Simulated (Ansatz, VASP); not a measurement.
Mo3P4: VASP beside Ansatz

File INCAR:

```
SYSTEM = Mo3P4
ALGO = Normal ; EDIFF = 1E-7
ENCUT = 520 ; GGA = PE
ISIF = 2 ; ISMEAR = 0
ISPIN = 2 ; LASPH = .TRUE.
LCHARG = .FALSE. ; LMAXMIX = 4
LORBIT = 11 ; LREAL = .FALSE.
LWAVE = .FALSE. ; MAGMOM = 1 1 1 0 0 0 0
NBANDS = 44 ; NELM = 150
PREC = Accurate ; SIGMA = 0.1
```

File KPOINTS:

```
k-points
0
G
  4 4 4
  0 0 0
```

Contents of POSCAR:

```
Mo3P4
1.0
    4.8282492182      0.0000000000      0.0000000000
    0.0000000000      4.8282492182      0.0000000000
    0.0000000000      0.0000000000      4.8282492182
Mo P
3 4
Direct
    0.0000000000      0.5000000000      0.5000000000
    0.5000000000      0.0000000000      0.5000000000
    0.5000000000      0.5000000000      0.0000000000
    0.5000000000      0.0000000000      0.0000000000
    0.0000000000      0.5000000000      0.0000000000
    0.0000000000      0.0000000000      0.5000000000
    0.0000000000      0.0000000000      0.0000000000
```

Input for Ansatz:

```yaml
crystal:
  lattice:
    - [4.8282492182, 0.0, 0.0]
    - [0.0, 4.8282492182, 0.0]
    - [0.0, 0.0, 4.8282492182]
  atoms:
    - { symbol: Mo, position: [0.0, 0.5, 0.5], spin: 1.0 }
    - { symbol: Mo, position: [0.5, 0.0, 0.5], spin: 1.0 }
    - { symbol: Mo, position: [0.5, 0.5, 0.0], spin: 1.0 }
    - { symbol: P, position: [0.5, 0.0, 0.0] }
    - { symbol: P, position: [0.0, 0.5, 0.0] }
    - { symbol: P, position: [0.0, 0.0, 0.5] }
    - { symbol: P, position: [0.0, 0.0, 0.0] }
basis:
  ecutwfc: 420
kpoints:
  mp_grid: { grid: [4, 4, 4] }
hamiltonian:
  xc: pbe
scf:
  occupations: { method: gaussian, width: 0.1 }
  lower_state_search: "off"
output:
  forces: true
  stress: true
  eigenvalues: true
  populations: true
magnetization:
  spin_polarized: true
```

Alike in both runs: task single point; functional PBE; k mesh 4 × 4 × 4; occupations gaussian, width 0.1 eV; collinear spin.

|  | VASP | Ansatz |
| --- | --- | --- |
| version | VASP 6.6.1 | Ansatz 0.2.0 |
| potentials or method | VASP PAW PBE potentials, release 64 (Mo_sv, P), cutoff 520 eV | scalar-relativistic, plane waves, PAW |
| valence electrons in the cell | 62 | 62 |

|  | VASP | Ansatz | Ansatz less VASP |
| --- | --- | --- | --- |
| gap on the k mesh at the Fermi level (eV) | none | none | - |
| pressure (GPa) | 0.1 | 0.1 | +0.04 |
| net moment per atom (μB) | 0.17 | 0.17 | 0.000 |
| size of the moment on the site where the two differ most (μB) | 0.27 | 0.21 | -0.058 |

Site moments also hang on the region over which each program counts them. A gap of «none» marks a metal or a gap that the smearing closes.
